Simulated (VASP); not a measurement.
Si:

```
Si
1.0
     2.87423   -1.89965    0.00000
     2.87423    1.89965    0.00000
     0.00000    0.00000    7.74914
Si
4
Direct
  0.85000 0.15000 0.11700
  0.65000 0.35000 0.61700
  0.15000 0.85000 0.88300
  0.35000 0.65000 0.38300
```

* Program: VASP 6.6.1
* Task: relaxation of cell and atoms
* Functional: PBE
* Potentials or basis: VASP PAW PBE potentials, release 64 (Si)
* Cutoff: 600 eV
* k mesh: 6 × 6 × 2
* Occupations: gaussian, width 0.1 eV
* Spin: no spin polarisation

At the start: pressure -4.7 GPa; volume 21.16 Å³/atom.

Where does the relaxation end?

Over 44 steps the energy falls by 614.4 meV/atom and the volume is 14.76 Å³/atom (-30.2 %); space group Cmce (No. 64, to 0.1 Å) before, I4/mmm (No. 139, to 0.1 Å).

Step by step:
```
step  energy change (eV)  largest force (eV/Å)  pressure (GPa)  volume (Å³)
   1              0.0000                3.3214           -4.68        84.62
   3             -1.7825                0.1055           -8.21        73.87
   5             -1.8147                0.2731           -7.02        72.68
   7             -1.9967                0.8417            0.32        65.51
   9             -2.1904                0.3206            1.94        61.09
  11             -2.1936                0.2843            1.67        61.60
  13             -2.2117                0.2216           -1.20        63.22
  15             -2.2785                0.2778           -0.93        62.66
  17             -2.3280                0.1079           -0.62        61.43
  19             -2.3349                0.0921           -0.42        61.10
  21             -2.3477                0.0533           -0.58        60.83
  23             -2.3430                0.1103           -0.17        59.86
  25             -2.3700                0.0765           -0.68        60.37
  27             -2.3804                0.1248           -0.10        59.95
  29             -2.3838                0.1764            0.18        59.73
  31             -2.4086                0.2024            0.26        59.36
  33             -2.4200                0.1914            0.36        59.30
  35             -2.4383                0.1280            0.36        59.37
  37             -2.4470                0.1502            0.31        59.35
  39             -2.4503                0.1115           -0.09        59.53
  41             -2.4545                0.0713           -0.45        59.60
  43             -2.4577                0.0404            0.17        59.02
  44             -2.4578                0.0284            0.12        59.03
```

Final structure:
```
CELL_PARAMETERS angstrom
2.25803 -1.79046 0.00000
2.25803 1.79046 0.00000
0.00000 0.00000 7.30065
ATOMIC_POSITIONS crystal
Si 0.75028 0.24972 0.12474
Si 0.74972 0.25028 0.62474
Si 0.24972 0.75028 0.87526
Si 0.25028 0.74972 0.37526
```

Caveat: the k points lie up to 0.43 Å⁻¹ apart in the final cell; the volume moved by over 15 % at a fixed basis, so the end points are rough; the highest band is partly filled, so the run has too few bands.
